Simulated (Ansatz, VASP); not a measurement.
# Two plane-wave programs on C

Contents of INCAR:

```
ALGO     = Normal         # electronic algorithm
EDIFF    = 1E-6           # SCF threshold, eV
ENCUT    = 520            # plane-wave cutoff, eV
GGA      = PE             # functional
ISIF     = 2              # what is computed and relaxed
ISMEAR   = 0              # smearing method
IVDW     = 12             # dispersion correction
LASPH    = True           # aspherical terms in the spheres
LCHARG   = False          # write CHGCAR
LREAL    = False          # projectors in reciprocal space
LWAVE    = False          # write WAVECAR
NBANDS   = 11             # bands
NELM     = 80             # most SCF steps
PREC     = Accurate       # precision mode
SIGMA    = 0.15           # smearing width, eV
```

File KPOINTS:

```
k-points
0
Gamma
  21 21 12
```

File POSCAR:

```
C
1.0
    2.4851167323      0.0000000000      0.0000000000
   -1.2425583661      2.1521742215      0.0000000000
    0.0000000000      0.0000000000      3.6016171223
C
2
Direct
    0.3333333333      0.6666666667      0.0000000000
    0.6666666667      0.3333333333      0.0000000000
```

Input for Ansatz:

```yaml
crystal:
  lattice:
    - [2.4851167323, 0.0, 0.0]
    - [-1.2425583661, 2.1521742215, 0.0]
    - [0.0, 0.0, 3.6016171223]
  atoms:
    - { symbol: C, position: [0.3333333333, 0.6666666667, 0.0] }
    - { symbol: C, position: [0.6666666667, 0.3333333333, 0.0] }
basis:
  ecutwfc: 520.0
kpoints:
  mp_grid: { grid: [21, 21, 12] }
hamiltonian:
  xc: pbe
  pseudopotentials: { kind: paw, azcp: { folder: soft_1 } }
  dispersion: d3bj
scf:
  occupations: { method: gaussian, width: 0.15 }
output:
  forces: true
  stress: true
  eigenvalues: true
```

Change from the starting cell: mode 6 frozen in at +0.000 Å, equal normal strain along x, y and z +0.0083.

Alike in both runs: task single point; functional PBE; dispersion D3(BJ); k mesh 21 × 21 × 12; occupations gaussian, width 0.15 eV; no spin polarisation.

|  | VASP | Ansatz |
| --- | --- | --- |
| version | VASP 6.6.1 | Ansatz 0.2.0 |
| potentials or method | VASP PAW PBE potentials, release 64 (C), cutoff 520 eV | scalar-relativistic, plane waves, PAW |
| valence electrons in the cell | 8 | 8 |

```csv
,VASP,Ansatz,Ansatz less VASP
gap on the k mesh at the Fermi level (eV),none,none,-
pressure (GPa),-6.1,-6.5,-0.40
"traceless stress, the component that is largest in VASP (GPa)",5.85,6.33,+0.476
```

A gap of «none» marks a metal or a gap that the smearing closes.
